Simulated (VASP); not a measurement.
# Ta in VASP: a series of runs

Runs on Ta. Level: PBE. Tasks: single point.

Everything below comes from runs of VASP 6.6.1. Logs are shortened: lines on timing, memory, paths and dates and some standing lists are left out, and cuts for length are marked.

## Step 1: The cell of the first run

The cell holds a sheet with vacuum, 1 atom: a = 2.576 Å, b = 2.576 Å, c = 14.000 Å, α = 90.00°, β = 90.00°, γ = 90.00°.

The cell was built from a structure type or drawn by symmetry, and may not be a known phase.

## Step 2: Single point, PBE

INCAR

```
SYSTEM = Ta
PREC = Accurate
ENCUT = 520
EDIFF = 1E-6
ISMEAR = 0
SIGMA = 0.1
LREAL = .FALSE.
LASPH = .TRUE.
NELM = 60
ALGO = Normal
ISIF = 2
LWAVE = .FALSE.
LCHARG = .TRUE.
LDIPOL = .TRUE.
IDIPOL = 3
DIPOL = 0.5 0.5 0.500
GGA = PE
LELF = .TRUE.
LVHAR = .TRUE.
LVACPOTAV = .TRUE.
NBANDS = 12
```

KPOINTS

```
regular mesh
0
G
  6 6 1
  0 0 0
```

POSCAR

```
Ta
1.0
    2.5760920000      0.0000000000      0.0000000000
    0.0000000000      2.5760920000      0.0000000000
    0.0000000000      0.0000000000     14.0000000000
Ta
1
Direct
    0.0000000000      0.0000000000      0.5000000000
```

Potentials or basis: VASP PAW PBE potentials, release 64 (Ta_pv).

The run is started by

```
$ cat potpaw_PBE.64/Ta_pv/POTCAR > POTCAR
$ mpirun -np 1 vasp_std > vasp.out
```

OUTCAR:

```text
SYSTEM = Ta
   PREC = Accurate
   ENCUT = 520
   EDIFF = 1E-6
   ISMEAR = 0
   LREAL = .FALSE.
   LASPH = .TRUE.
   NELM = 60
   ISIF = 2
   GGA = PE

 ion  position               nearest neighbor table
   1  0.000  0.000  0.500-

  LATTYP: Found a simple tetragonal cell.
 ALAT       =     2.5760920000
 C/A-ratio  =     5.4345885162

  Lattice vectors:

 A1 = (   2.5760920000,   0.0000000000,   0.0000000000)
 A2 = (   0.0000000000,   2.5760920000,   0.0000000000)
 A3 = (   0.0000000000,   0.0000000000,  14.0000000000)

Analysis of symmetry for initial positions (statically):
=====================================================================
 Subroutine PRICEL returns:
 Original cell was already a primitive cell.

 Routine SETGRP: Setting up the symmetry group for a
 simple tetragonal supercell.

 Subroutine GETGRP returns: Found 16 space group operations
 (whereof 16 operations were pure point group operations)
 out of a pool of 16 trial point group operations.

The static configuration has the point symmetry D_4h.

Analysis of symmetry for dynamics (positions and initial velocities):
=====================================================================
 Subroutine PRICEL returns:
 Original cell was already a primitive cell.

 Routine SETGRP: Setting up the symmetry group for a
 simple tetragonal supercell.

 Subroutine GETGRP returns: Found 16 space group operations
 (whereof 16 operations were pure point group operations)
 out of a pool of 16 trial point group operations.

The dynamic configuration has the point symmetry D_4h.

 Subroutine INISYM returns: Found 16 space group operations
 (whereof 16 operations are pure point group operations),
 and found     1 'primitive' translations

----------------------------------------------------------------------------------------

                                     Primitive cell

  volume of cell :      92.9075

  direct lattice vectors                    reciprocal lattice vectors
     2.576092000  0.000000000  0.000000000     0.388184894  0.000000000  0.000000000
     0.000000000  2.576092000  0.000000000     0.000000000  0.388184894  0.000000000
     0.000000000  0.000000000 14.000000000     0.000000000  0.000000000  0.071428571

  length of vectors
     2.576092000  2.576092000 14.000000000     0.388184894  0.388184894  0.071428571

  position of ions in fractional coordinates (direct lattice)
     0.000000000  0.000000000  0.500000000

  ion indices of the primitive-cell ions
   primitive index   ion index
                 1           1

----------------------------------------------------------------------------------------

 KPOINTS: regular mesh

Automatic generation of k-mesh.
 Grid dimensions read from file:
 generate k-points for:    6    6    1

 Generating k-lattice:

  Cartesian coordinates                     Fractional coordinates (reciprocal lattice)
     0.064697482  0.000000000  0.000000000     0.166666667  0.000000000  0.000000000
     0.000000000  0.064697482  0.000000000     0.000000000  0.166666667  0.000000000
     0.000000000  0.000000000  0.071428571     0.000000000  0.000000000  1.000000000

  Length of vectors
     0.064697482  0.064697482  0.071428571

  Shift w.r.t. Gamma in fractional coordinates (k-lattice)
     0.000000000  0.000000000  0.000000000

 Subroutine IBZKPT returns following result:
 ===========================================

 Found     10 irreducible k-points:

 Following reciprocal coordinates:
            Coordinates               Weight
  0.000000  0.000000  0.000000      1.000000
  0.166667  0.000000  0.000000      4.000000
  0.333333  0.000000  0.000000      4.000000
  0.500000  0.000000  0.000000      2.000000
  0.166667  0.166667  0.000000      4.000000
  0.333333  0.166667  0.000000      8.000000
  0.500000  0.166667  0.000000      4.000000
  0.333333  0.333333  0.000000      4.000000
  0.500000  0.333333  0.000000      4.000000
  0.500000  0.500000  0.000000      1.000000
   k-points           NKPTS =     10   k-points in BZ     NKDIM =     10   number of bands    NBANDS=     12
   number of dos      NEDOS =    301   number of ions     NIONS =      1
   total plane-waves  NPLWV =  43200
   dimension x,y,z NGX =    20 NGY =   20 NGZ =  108
   dimension x,y,z NGXF=    40 NGYF=   40 NGZF=  216
   ions per type =               1
   NGX,Y,Z   is equivalent  to a cutoff of  12.91, 12.91, 12.82 a.u.
   NGXF,Y,Z  is equivalent  to a cutoff of  25.81, 25.81, 25.65 a.u.
 SYSTEM =  Ta
   PREC   = accura    normal or accurate (medium, high low for compatibility)
   ISTART =      0    job   : 0-new  1-cont  2-samecut
   ICHARG =      2    charge: 1-file 2-atom 10-const
   ISPIN  =      1    spin polarized calculation?
   LNONCOLLINEAR =      F non collinear calculations
   LSORBIT =      F    spin-orbit coupling
   LASPH  =      T    aspherical Exc in radial PAW
   ENCUT  =  520.0 eV  38.22 Ry    6.18 a.u.   4.79  4.79 26.03*2*pi/ulx,y,z
   NELM   =     60;   NELMIN=  2; NELMDL= -5     # of ELM steps
   EDIFF  = 0.1E-05   stopping-criterion for ELM
   LREAL  =      F    real-space projection
   EDIFFG = 0.1E-04   stopping-criterion for IOM
   NSW    =      0    number of steps for IOM
   IBRION =     -1    ionic relax: 0-MD 1-quasi-New 2-CG
   NFREE  =      0    steps in history (QN), initial steepest desc. (CG)
   ISIF   =      2    stress and relaxation
   ISYM   =      2    0-nonsym 1-usesym 2-fastsym
   POTIM  = 0.5000    time-step for ionic-motion
   TEBEG  =    0.0;   TEEND  =   0.0 temperature during run
   PSTRESS=    0.0 pullay stress
   NELECT =      11.0000    total number of electrons
   NUPDOWN=      -1.0000    fix difference up-down
   EMIN   =  10.00;   EMAX   =-10.00  energy-range for DOS
   EFERMI =   0.00;   METHOD = LEGACY
   ISMEAR =     0;   SIGMA  =   0.10  broadening in eV -4-tet -1-fermi 0-gaus
   EFERMI_NEDOS =   21; number of points for ismear=-14 and -15
   IALGO  =     38    algorithm
   IMIX   =      4    mixing-type and parameters
     AMIX     =   0.40;   BMIX     =  1.00
     AMIX_MAG =   1.60;   BMIX_MAG =  1.00
  volume/ion in A,a.u.               =      92.91       626.97
  Fermi-wavevector in a.u.,A,eV,Ry     =   0.803876  1.519104  8.792300  0.646216
  Thomas-Fermi vector in A             =   1.911826
   LORBIT       =      0    0 simple, 1 ext, 2 COOP (PROOUT), +10 PAW based schemes
   GGA     = PE    functional components
   LHFCALC =     F    Hartree Fock is set to
   AEXX    =    0.0000 exact exchange contribution
   IVDW    =     0    specifies the selected vdW correction
   LEPSILON=     F    determine dielectric tensor
   LRPA    =     F    only Hartree local field effects (RPA)
 non-spin polarized calculation
 Gauss-broadening in eV      SIGMA  =   0.10
  energy-cutoff  :      520.00
  volume of cell :       92.91
 maximum number of plane-waves:      2538
 NGX is ok and might be reduce to    20
   NGX =  9   NGY =  9   NGZ = 53

 dipolmoment           0.000000      0.000000     -0.000000 electrons x Angstroem

 number of electron      11.0000002 magnetization

 dipolmoment           0.000000      0.000000      0.000000 electrons x Angstroem

 Free energy of the ion-electron system (eV)
  ---------------------------------------------------
  ext. energy  EPLUGINS =         0.00000000
  ---------------------------------------------------
  free energy    TOTEN  =        -8.91163328 eV

  energy without entropy =       -8.89113236  energy(sigma->0) =       -8.90138282

 E-fermi :  -2.7423     XC(G=0):  -3.8128

 val. band max:       -2.8258891023   @ k =   0.1667   0.1667   0.0000
 cond. band min:      -2.7314349051   @ k =   0.1667   0.0000   0.0000
 fundamental gap:      0.0944541972
 Fermi energy:        -2.7423381706

 k-point     1 :       0.0000    0.0000    0.0000
  band No.  band energies     occupation
      1     -37.0944      2.00000
      2     -35.8261      2.00000
      3     -35.8261      2.00000
      4      -8.5445      2.00000
      5      -5.5630      2.00000
      6      -3.7777      2.00000
      7      -2.2797      0.00000
      8       1.7080      0.00000
      9       2.1026      0.00000
     10       2.1026      0.00000
     11       2.5501      0.00000
     12       3.5565      0.00000

 k-point     2 :       0.1667    0.0000    0.0000
  band No.  band energies     occupation
      1     -37.0359      2.00000
      2     -36.3553      2.00000
      3     -35.7808      2.00000
      4      -7.5393      2.00000
      5      -4.5609      2.00000
      6      -3.1800      2.00000
      7      -2.7314      0.87746
      8       1.1648      0.00000
      9       2.2948      0.00000
     10       2.3090      0.00000
     11       3.4395      0.00000
     12       3.5484      0.00000

 k-point     3 :       0.3333    0.0000    0.0000
  band No.  band energies     occupation
      1     -37.3202      2.00000
      2     -36.9169      2.00000
      3     -35.6889      2.00000
      4      -5.9398      2.00000
      5      -4.1895      2.00000
      6      -2.6953      0.50565
      7      -0.8894      0.00000
      8       1.2649      0.00000
      9       1.9729      0.00000
     10       2.7057      0.00000
     11       4.0729      0.00000
     12       5.3572      0.00000

 k-point     4 :       0.5000    0.0000    0.0000
  band No.  band energies     occupation
      1     -37.7646      2.00000
      2     -36.8563      2.00000
      3     -35.6423      2.00000
      4      -5.1571      2.00000
      5      -4.9289      2.00000
      6      -1.4168      0.00000
      7      -0.3150      0.00000
      8       0.3977      0.00000
      9       2.9266      0.00000
     10       3.4091      0.00000
     11       6.5019      0.00000
     12       6.5219      0.00000

 k-point     5 :       0.1667    0.1667    0.0000
  band No.  band energies     occupation
      1     -36.9786      2.00000
      2     -36.3276      2.00000
      3     -36.2779      2.00000
      4      -6.3673      2.00000
      5      -3.6439      2.00000
      6      -2.8259      1.76263
      7      -2.7294      0.85427
      8       0.3534      0.00000
      9       1.7600      0.00000
     10       2.0671      0.00000
     11       2.9162      0.00000
     12       4.7074      0.00000

 k-point     6 :       0.3333    0.1667    0.0000
  band No.  band energies     occupation
      1     -37.2568      2.00000
      2     -36.8619      2.00000
      3     -36.1956      2.00000
      4      -4.6358      2.00000
      5      -3.8538      2.00000
      6      -2.2241      0.00000
      7      -1.5678      0.00000
      8      -0.0231      0.00000
      9       1.2267      0.00000
     10       3.4521      0.00000
     11       4.6956      0.00000
     12       6.3821      0.00000

 k-point     7 :       0.5000    0.1667    0.0000
  band No.  band energies     occupation
      1     -37.6961      2.00000
      2     -36.8024      2.00000
      3     -36.1419      2.00000
      4      -4.5451      2.00000
      5      -3.3396      2.00000
      6      -3.1958      2.00000
      7      -1.0081      0.00000
      8       0.2886      0.00000
      9       2.6908      0.00000
     10       5.2516      0.00000
     11       6.9783      0.00000
     12       7.5541      0.00000

 k-point     8 :       0.3333    0.3333    0.0000
  band No.  band energies     occupation
      1     -37.1482      2.00000
      2     -37.1039      2.00000
      3     -36.7500      2.00000
      4      -5.2203      2.00000
      5      -3.2899      2.00000
      6      -2.0947      0.00000
      7      -0.8608      0.00000
      8       1.2884      0.00000
      9       1.8195      0.00000
     10       5.1207      0.00000
     11       6.4961      0.00000
     12       8.1196      0.00000

 k-point     9 :       0.5000    0.3333    0.0000
  band No.  band energies     occupation
      1     -37.5562      2.00000
      2     -37.0596      2.00000
      3     -36.6931      2.00000
      4      -5.9653      2.00000
      5      -3.6271      2.00000
      6      -2.1398      0.00000
      7      -0.0856      0.00000
      8       1.8192      0.00000
      9       4.7276      0.00000
     10       7.3567      0.00000
     11       7.7001      0.00000
     12       8.5480      0.00000

 k-point    10 :       0.5000    0.5000    0.0000
  band No.  band energies     occupation
      1     -37.4846      2.00000
      2     -37.4846      2.00000
      3     -36.6374      2.00000
      4      -6.9325      2.00000
      5      -3.0511      1.99999
      6      -3.0511      1.99999
      7       0.5431      0.00000
      8       6.0483      0.00000
      9       6.0483      0.00000
     10       7.2211      0.00000
     11       8.1149      0.00000
     12       9.4323      0.00000

------------------------ aborting loop because EDIFF is reached ----------------------------------------

  FORCE on cell =-STRESS in cart. coord.  units (eV):
  Direction    XX          YY          ZZ          XY          YZ          ZX
  --------------------------------------------------------------------------------------
  -------------------------------------------------------------------------------------
  Total        1.1308125      1.1308125     -0.0053380      0.0000000      0.0000000     -0.0000000
  in kB       19.5007100     19.5007100     -0.0920530      0.0000000      0.0000000     -0.0000000
  external PRESSURE =      12.9697890 kB  Pullay stress =       0.0000000 kB

 VOLUME and BASIS-vectors are now :
 -----------------------------------------------------------------------------
  energy-cutoff  :      520.00
  volume of cell :       92.91
      direct lattice vectors                 reciprocal lattice vectors
     2.576092000  0.000000000  0.000000000     0.388184894  0.000000000  0.000000000
     0.000000000  2.576092000  0.000000000     0.000000000  0.388184894  0.000000000
     0.000000000  0.000000000 14.000000000     0.000000000  0.000000000  0.071428571

 POSITION                                       TOTAL-FORCE (eV/Angst)
 -----------------------------------------------------------------------------------
      0.00000      0.00000      7.00000         0.000000      0.000000      0.000000
 -----------------------------------------------------------------------------------
    total drift:                                0.000000      0.000000      0.000000

  FREE ENERGIE OF THE ION-ELECTRON SYSTEM (eV)
  ---------------------------------------------------
  free  energy   TOTEN  =        -8.9116332755 eV

  energy  without entropy=       -8.8911323584  energy(sigma->0) =       -8.90138282

 vacuum level on the upper side and lower side of the slab         2.234         2.234
```

Run time: 13 s. Hardware: 1 thread of Intel Xeon Platinum 8559C (Emerald Rapids), shared host; peak memory 0.19 GiB.

Results:

* Free energy: -8.9116 eV
* Band gap on the k mesh: zero (an odd number of electrons rules out a gap without spin polarisation)

Levels at points of the mesh, in eV from the Fermi level:
| k point | band 1 | band 2 | band 3 | band 4 | band 5 | band 6 | band 7 | band 8 | band 9 | band 10 |
| --- | --- | --- | --- | --- | --- | --- | --- | --- | --- | --- |
| (0.00, 0.00, 0.00) | -34.35 | -33.08 | -33.08 | -5.80 | -2.82 | -1.04 | 0.46 | 4.45 | 4.84 | 4.84 |
| (0.50, 0.00, 0.00) | -35.02 | -34.11 | -32.90 | -2.41 | -2.19 | 1.33 | 2.43 | 3.14 | 5.67 | 6.15 |
| (0.50, 0.50, 0.00) | -34.74 | -34.74 | -33.90 | -4.19 | -0.31 | -0.31 | 3.29 | 8.79 | 8.79 | 9.96 |

Caveat: the k points lie up to 0.41 Å⁻¹ apart, too coarse for converged energies and pressures of a metal; spin-orbit coupling is left out, which moves the levels of the heavy elements.

## Step 3: Single point, PBE

This run uses another cell than the first one.

INCAR

```
SYSTEM = Ta
ALGO = Normal ; DIPOL = 0.5 0.5 0.294
EDIFF = 1E-6 ; ENCUT = 520
GGA = PE ; IDIPOL = 3
ISIF = 2 ; ISMEAR = 0
LASPH = .True. ; LCHARG = .False.
LDIPOL = .True. ; LREAL = .False.
LWAVE = .False. ; NBANDS = 12
NELM = 100 ; PREC = Accurate
SIGMA = 0.1
```

KPOINTS

```
k-points
0
Gamma
  6 6 1
  0 0 0
```

POSCAR

```
Ta
1.0
    2.6160225194      0.0000000000      0.0000000000
    0.0000000000      2.6160225194      0.0000000000
    0.0000000000      0.0000000000     23.8000000000
Ta
1
Direct
    0.0000000000      0.0000000000      0.2941176471
```

Potentials or basis: VASP PAW PBE potentials, release 64 (Ta_pv).

The run is started by

```
$ cat potpaw_PBE.64/Ta_pv/POTCAR > POTCAR
$ mpirun -np 1 vasp_std > vasp.out
```

Run time: 20 s. Hardware: 1 thread of Intel Xeon Platinum 8559C (Emerald Rapids), shared host; peak memory 0.24 GiB.

The run converged. Its results:

```
Free energy            : -8.9288 eV
Band gap on the k mesh : zero (an odd number of electrons rules out a gap without spin polarisation)
```

Levels at points of the mesh, in eV from the Fermi level:
| k point | band 3 | band 4 | band 5 | band 6 | band 7 | band 8 |
| --- | --- | --- | --- | --- | --- | --- |
| (0.00, 0.00, 0.00) | -33.28 | -5.76 | -2.70 | -0.96 | 0.47 | 4.55 |
| (0.50, 0.00, 0.00) | -33.12 | -2.43 | -2.06 | 1.24 | 2.22 | 2.98 |
| (0.50, 0.50, 0.00) | -34.05 | -3.96 | -0.29 | -0.29 | 3.07 | 8.35 |

Caveat: the k points lie up to 0.40 Å⁻¹ apart, too coarse for converged energies and pressures of a metal; spin-orbit coupling is left out, which moves the levels of the heavy elements.
